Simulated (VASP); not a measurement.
The system is Li4TmGe.

```
Li Tm Ge
1.0
     0.01212   -0.06523    4.08118
    -2.14306   -6.83530    0.10276
     8.41507    0.04728    0.02432
Li Tm Ge
8 2 2
Direct
  0.99213 0.67918 0.17250
  0.99656 0.66079 0.67005
  0.50034 0.65217 0.39608
  0.50034 0.66537 0.92469
  0.50730 0.34246 0.07939
  0.47347 0.34907 0.58768
  0.00004 0.33873 0.33913
  0.99895 0.31785 0.82483
  0.51790 0.00638 0.25705
  0.50251 0.00242 0.75132
  0.99778 0.99591 0.49464
  0.01268 0.98967 0.00264
```

- Program: VASP 6.6.1
- Task: relaxation of cell and atoms
- Functional: PBE
- Potentials or basis: VASP PAW PBE potentials, release 64 (Li_sv, Tm_3, Ge_d), 4f in core
- Cutoff: 750 eV
- k mesh: 6 × 4 × 4
- Occupations: gaussian, width 0.2 eV
- Spin: no spin polarisation

At the start: pressure 0.4 GPa; volume 19.52 Å³/atom.

Task: How do energy, volume and symmetry change on relaxing?

Result: Over 12 steps the energy falls by 11.6 meV/atom and the volume is 19.68 Å³/atom (+0.8 %); space group P1 (No. 1, to 0.1 Å) before, P2/m (No. 10, to 0.1 Å).

The path:
```
step  energy change (eV)  largest force (eV/Å)  pressure (GPa)  volume (Å³)
   1              0.0000                0.5211            0.37       234.27
   2             -0.0606                0.2975            0.09       235.78
   3             -0.1057                0.1784           -0.34       238.66
   4             -0.1159                0.1476           -0.05       236.90
   5             -0.1197                0.1122            0.30       234.90
   6             -0.1268                0.0937            0.16       235.80
   7             -0.1311                0.1157           -0.05       237.23
   8             -0.1352                0.0460           -0.06       237.22
   9             -0.1364                0.0480           -0.07       237.20
  10             -0.1377                0.0315            0.04       236.43
  11             -0.1380                0.0281            0.13       235.78
  12             -0.1388                0.0241            0.05       236.20
```

Final structure:
```cif
data_structure
_symmetry_space_group_name_H-M 'P 1'
_symmetry_Int_Tables_number 1
_cell_length_a 4.0717
_cell_length_b 7.2038
_cell_length_c 8.4216
_cell_angle_alpha 107.021
_cell_angle_beta 89.996
_cell_angle_gamma 89.810
_cell_volume 236.20
loop_
_atom_site_label
_atom_site_type_symbol
_atom_site_fract_x
_atom_site_fract_y
_atom_site_fract_z
_atom_site_occupancy
Li1 Li 0.00068 0.67106 0.16594 1
Li2 Li 0.00032 0.66406 0.66945 1
Li3 Li 0.49970 0.66145 0.41446 1
Li4 Li 0.49987 0.65989 0.91633 1
Li5 Li 0.49964 0.33955 0.08248 1
Li6 Li 0.50136 0.33865 0.58649 1
Li7 Li 0.99935 0.33831 0.33317 1
Li8 Li 0.99932 0.32933 0.83310 1
Tm1 Tm 0.49985 0.00303 0.25055 1
Tm2 Tm 0.50058 0.99746 0.74924 1
Ge1 Ge 0.99912 0.00051 0.50002 1
Ge2 Ge 0.00020 0.99669 0.99876 1
```
